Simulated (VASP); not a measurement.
Crystal: KCl.

```
CELL_PARAMETERS angstrom
0.00000 3.26089 3.26089
3.26089 0.00000 3.26089
3.26089 3.26089 0.00000
ATOMIC_POSITIONS crystal
K 0.00000 0.00000 0.00000
Cl 0.50000 0.50000 0.50000
```

This cell differs from its parent crystal: strain +3.7%.

Base run:

```yaml
Program: VASP 6.6.1
Functional: r2SCAN
Potentials_or_basis: VASP PAW PBE potentials, release 64 (K_sv, Cl)
Cutoff: 520 eV
k_mesh: 8 × 8 × 8
Occupations: gaussian, width 0.01 eV
Spin: no spin polarisation
```

Its results: band gap on the k mesh 5.47 eV, direct; pressure -1.6 GPa.

Problem. The run is repeated on the same cell with these changes: functional from r2SCAN to PBE; occupations from gaussian, width 0.01 eV to fermi-dirac, width 0.02 eV. What comes out?

Solution. Band gap on the k mesh 4.84 eV, direct; pressure -0.9 GPa.

Caveats: the PAW data sets were made with another functional, which shifts forces and pressure a little (some runs).

A k mesh can miss the band edges.
